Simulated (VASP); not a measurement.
# La2O3 (P-3m1) in VASP: dielectric tensor with LDA

Aim: the dielectric tensor of La2O3 with LDA.

All numbers are computed with VASP 6.6.1; they aren't measurements. Logs are shortened: lines on timing, memory, paths and dates and some standing lists are left out, and cuts for length are marked.

## 1. The cell of the first run

It takes space group P-3m1 (No. 164, trigonal). The conventional cell has a = 3.931 Å, b = 3.931 Å, c = 6.112 Å, α = 90.00°, β = 90.00°, γ = 120.00°. La (site symmetry 3m) has 7 O at 2.36 to 2.72 Å within 3.1 Å. Within 3.1 Å of O (site symmetry 3m) lie 4 La at 2.36 to 2.44 Å and 3 O at 2.89 Å. Within 3.6 Å of O (site symmetry -3m) lie 6 La at 2.72 Å and 6 O at 3.14 Å.

## 2. Dielectric tensor, LDA

INCAR reads:

```
PREC = Accurate
ENCUT = 520
EDIFF = 1E-8
ISMEAR = 0
SIGMA = 0.01
LREAL = F
LASPH = T
NELM = 60
ALGO = Normal
ISIF = 2
LWAVE = F
LCHARG = F
GGA = CA
LEPSILON = T
```

KPOINTS reads:

```
regular mesh
0
Gamma
  6 6 4
```

POSCAR reads:

```
La2O3
1.0
    3.9307780000      0.0000000000      0.0000000000
   -1.9653890000      3.4041530000      0.0000000000
    0.0000000000      0.0000000000      6.1119540000
La O
2 3
Direct
    0.6666666667      0.3333333333      0.7537640000
    0.3333333333      0.6666666667      0.2462360000
    0.6666666667      0.3333333333      0.3541090000
    0.3333333333      0.6666666667      0.6458910000
    0.0000000000      0.0000000000      0.0000000000
```

Potentials or basis: VASP PAW LDA potentials, release 64 (La, O).

Run with:

```
> cat potpaw_LDA.64/La/POTCAR potpaw_LDA.64/O/POTCAR > POTCAR
> mpirun -np 1 vasp_std > vasp.out
```

OUTCAR:

```text
PREC = Accurate
   ENCUT = 520
   EDIFF = 1E-8
   ISMEAR = 0
   LREAL = F
   LASPH = T
   NELM = 60
   ISIF = 2
   GGA = CA
   LEPSILON = T

 ion  position               nearest neighbor table
   1  0.667  0.333  0.754-   4 2.36   4 2.36   4 2.36   3 2.44   5 2.72   5 2.72   5 2.72
   2  0.333  0.667  0.246-   3 2.36   3 2.36   3 2.36   4 2.44   5 2.72   5 2.72   5 2.72
   3  0.667  0.333  0.354-   2 2.36   2 2.36   2 2.36   1 2.44
   4  0.333  0.667  0.646-   1 2.36   1 2.36   1 2.36   2 2.44
   5  0.000  0.000  0.000-   2 2.72   1 2.72   2 2.72   1 2.72   1 2.72   2 2.72

  LATTYP: Found a hexagonal cell.
 ALAT       =     3.9307780000
 C/A-ratio  =     1.5548967660

  Lattice vectors:

 A1 = (   3.9307780000,   0.0000000000,   0.0000000000)
 A2 = (  -1.9653890000,   3.4041530000,   0.0000000000)
 A3 = (   0.0000000000,   0.0000000000,   6.1119540000)

Analysis of symmetry for initial positions (statically):
=====================================================================
 Subroutine PRICEL returns:
 Original cell was already a primitive cell.

 Routine SETGRP: Setting up the symmetry group for a
 hexagonal supercell.

 Subroutine GETGRP returns: Found 12 space group operations
 (whereof 12 operations were pure point group operations)
 out of a pool of 24 trial point group operations.

The static configuration has the point symmetry D_3d.

Analysis of symmetry for dynamics (positions and initial velocities):
=====================================================================
 Subroutine PRICEL returns:
 Original cell was already a primitive cell.

 Routine SETGRP: Setting up the symmetry group for a
 hexagonal supercell.

 Subroutine GETGRP returns: Found 12 space group operations
 (whereof 12 operations were pure point group operations)
 out of a pool of 24 trial point group operations.

The dynamic configuration has the point symmetry D_3d.

 Subroutine INISYM returns: Found 12 space group operations
 (whereof 12 operations are pure point group operations),
 and found     1 'primitive' translations

----------------------------------------------------------------------------------------

                                     Primitive cell

  volume of cell :      81.7839

  direct lattice vectors                    reciprocal lattice vectors
     3.930778000  0.000000000  0.000000000     0.254402564  0.146879415  0.000000000
    -1.965389000  3.404153000  0.000000000     0.000000000  0.293758829  0.000000000
     0.000000000  0.000000000  6.111954000     0.000000000  0.000000000  0.163613797

  length of vectors
     3.930778000  3.930777476  6.111954000     0.293758790  0.293758829  0.163613797

  position of ions in fractional coordinates (direct lattice)
     0.666666667  0.333333333  0.753764000
     0.333333333  0.666666667  0.246236000
     0.666666667  0.333333333  0.354109000
     0.333333333  0.666666667  0.645891000
     0.000000000  0.000000000  0.000000000

  ion indices of the primitive-cell ions
   primitive index   ion index
                 1           1
                 2           2
                 3           3
                 4           4
                 5           5

----------------------------------------------------------------------------------------

 KPOINTS: regular mesh

Automatic generation of k-mesh.
 Grid dimensions read from file:
 generate k-points for:    6    6    4

 Generating k-lattice:

  Cartesian coordinates                     Fractional coordinates (reciprocal lattice)
     0.042400427  0.024479902  0.000000000     0.166666667  0.000000000  0.000000000
     0.000000000  0.048959805  0.000000000     0.000000000  0.166666667  0.000000000
[... 87 lines left out ...]
   LRPA    =     F    only Hartree local field effects (RPA)
 non-spin polarized calculation
 Gauss-broadening in eV      SIGMA  =   0.01
  energy-cutoff  :      520.00
  volume of cell :       81.78
 maximum number of plane-waves:      2225
 NGX is ok and might be reduce to    30
   NGX = 15   NGY = 15   NGZ = 23

--------------------------------------- Ionic step        1  -------------------------------------------

 number of electron      39.9999992 magnetization

 E-fermi :   5.7002     XC(G=0): -10.9343

 val. band max:        5.6567857960   @ k =   0.5000   0.0000   0.5000
 cond. band min:       9.3804459952   @ k =   0.3333   0.3333   0.0000
 fundamental gap:      3.7236601992
 Fermi energy:         5.7001946859

 k-point     1 :       0.0000    0.0000    0.0000
  band No.  band energies     occupation
      1     -23.9610      2.00000
      2     -23.7092      2.00000
      3     -11.0380      2.00000
      4      -9.6815      2.00000
      5      -9.2698      2.00000
      6      -7.4701      2.00000
[... 637 lines left out ...]
     23      10.4623      0.00000
     24      10.4623      0.00000

  FORCE on cell =-STRESS in cart. coord.  units (eV):
  Direction    XX          YY          ZZ          XY          YZ          ZX
  --------------------------------------------------------------------------------------
  -------------------------------------------------------------------------------------
  Total       -3.3379261     -3.3379249     -3.0478612      0.0000000     -0.0000000      0.0000000
  in kB      -65.3912492    -65.3912259    -59.7087664      0.0000000     -0.0000000      0.0000000
  external PRESSURE =     -63.4970805 kB  Pullay stress =       0.0000000 kB

 VOLUME and BASIS-vectors are now :
 -----------------------------------------------------------------------------
  energy-cutoff  :      520.00
  volume of cell :       81.78
      direct lattice vectors                 reciprocal lattice vectors
     3.930778000  0.000000000  0.000000000     0.254402564  0.146879415  0.000000000
    -1.965389000  3.404153000  0.000000000     0.000000000  0.293758829  0.000000000
     0.000000000  0.000000000  6.111954000     0.000000000  0.000000000  0.163613797

 POSITION                                       TOTAL-FORCE (eV/Angst)
 -----------------------------------------------------------------------------------
      1.96539      1.13472      4.60697         0.000000     -0.000000     -0.159377
     -0.00000      2.26944      1.50498        -0.000000      0.000000      0.159377
      1.96539      1.13472      2.16430        -0.000000     -0.000000      0.015238
     -0.00000      2.26944      3.94766         0.000000      0.000000     -0.015238
      0.00000      0.00000      0.00000         0.000000      0.000000     -0.000000
 -----------------------------------------------------------------------------------
    total drift:                               -0.000000      0.000000      0.000000

  FREE ENERGIE OF THE ION-ELECTRON SYSTEM (eV)
  ---------------------------------------------------
  free  energy   TOTEN  =       -45.8197572098 eV

  energy  without entropy=      -45.8197572098  energy(sigma->0) =      -45.81975721

 HEAD OF MICROSCOPIC STATIC DIELECTRIC TENSOR (INDEPENDENT PARTICLE, excluding Hartree and local field effects)
 ------------------------------------------------------
           5.119984     0.000000    -0.000000
           0.000000     5.119982    -0.000000
           0.000000     0.000000     5.036657
 ------------------------------------------------------

 Free energy of the ion-electron system (eV)
  ---------------------------------------------------
  ---------------------------------------------------
  free energy    TOTEN  =        -0.91857554 eV

  energy without entropy =       -0.91857554

------------------------ aborting loop because EDIFF is reached ----------------------------------------

--------------------------------------- Ionic step        2  -------------------------------------------

------------------------ aborting loop because EDIFF is reached ----------------------------------------

--------------------------------------- Ionic step        3  -------------------------------------------

 Free energy of the ion-electron system (eV)
  ---------------------------------------------------
  ---------------------------------------------------
  free energy    TOTEN  =        -0.89756258 eV

  energy without entropy =       -0.89756258

------------------------ aborting loop because EDIFF is reached ----------------------------------------

 PIEZOELECTRIC TENSOR FIELD DIRECTION 3  (e Angst)
 -----------------------------------------------------------------------------
     0.00240 -0.00000  0.00000           (  0.00002  0.00000  0.00000)
     0.00000  0.00240  0.00000           (  0.00000  0.00002  0.00000)
     0.00000  0.00000 -0.00662           (  0.00000  0.00000 -0.00014)

 PIEZOELECTRIC TENSOR FIELD DIRECTION 3  (C/m^2)
 -----------------------------------------------------------------------------
     0.00047 -0.00000  0.00000
     0.00000  0.00047  0.00000
     0.00000  0.00000 -0.00130

 MACROSCOPIC STATIC DIELECTRIC TENSOR (including local field effects in DFT)
 ------------------------------------------------------
           4.870987     0.000000     0.000000
           0.000000     4.870985     0.000000
           0.000000     0.000000     4.782413
 ------------------------------------------------------

 PIEZOELECTRIC TENSOR (including local field effects)  for field in x, y, z        (e  Angst)
          XX          YY          ZZ          XY          YZ          ZX
  --------------------------------------------------------------------------------
  x     0.00000     0.00000     0.00000     0.00000     0.00000     0.00000
  y     0.00000     0.00000     0.00000     0.00000     0.00000     0.00000
  z     0.00000     0.00000     0.00000     0.00000     0.00000     0.00000

 PIEZOELECTRIC TENSOR (including local field effects)  for field in x, y, z        (C/m^2)
          XX          YY          ZZ          XY          YZ          ZX
  --------------------------------------------------------------------------------
  x     0.00000     0.00000     0.00000     0.00000     0.00000     0.00000
  y     0.00000     0.00000     0.00000     0.00000     0.00000     0.00000
  z     0.00000     0.00000     0.00000     0.00000     0.00000     0.00000

 BORN EFFECTIVE CHARGES (including local field effects) (in |e|, cummulative output)
 ---------------------------------------------------------------------------------
 ion    1
    1     4.19088     0.00000     0.00000
    2     0.00000     4.19088     0.00000
    3     0.00000    -0.00000     3.82237
 ion    2
    1     4.19088     0.00000    -0.00000
    2     0.00000     4.19088     0.00000
    3     0.00000    -0.00000     3.82237
 ion    3
    1    -2.84374     0.00000     0.00000
    2     0.00000    -2.84373     0.00000
    3    -0.00000     0.00000    -2.53453
 ion    4
    1    -2.84374     0.00000     0.00000
    2     0.00000    -2.84373     0.00000
    3    -0.00000     0.00000    -2.53453
 ion    5
    1    -2.69428     0.00000     0.00000
    2     0.00000    -2.69428     0.00000
    3    -0.00000     0.00000    -2.57569
```

It took 19 min on 1 thread of Intel Xeon Platinum 8488C (Sapphire Rapids), shared host; peak memory 0.43 GiB.

What came out:

```
Band gap on the k mesh                  : 3.72 eV, indirect (least direct gap 3.82 eV)
Electronic dielectric tensor (diagonal) : 4.87, 4.87, 4.78
Born charges (mean of the diagonal)     : La +4.07; O -2.74, -2.65 e
```

Electronic dielectric tensor:
```
4.87 0.00 0.00
0.00 4.87 0.00
0.00 0.00 4.78
```

Born effective charge tensors (e):
atom 1, La
```
4.19 0.00 0.00
0.00 4.19 0.00
0.00 0.00 3.82
```
atom 2, La
```
4.19 0.00 0.00
0.00 4.19 0.00
0.00 0.00 3.82
```
atom 3, O
```
-2.84  0.00  0.00
 0.00 -2.84  0.00
 0.00  0.00 -2.53
```
atom 4, O
```
-2.84  0.00  0.00
 0.00 -2.84  0.00
 0.00  0.00 -2.53
```
atom 5, O
```
-2.69  0.00  0.00
 0.00 -2.69  0.00
 0.00  0.00 -2.58
```

Caveat: spin-orbit coupling is left out, which moves the levels of the heavy elements.
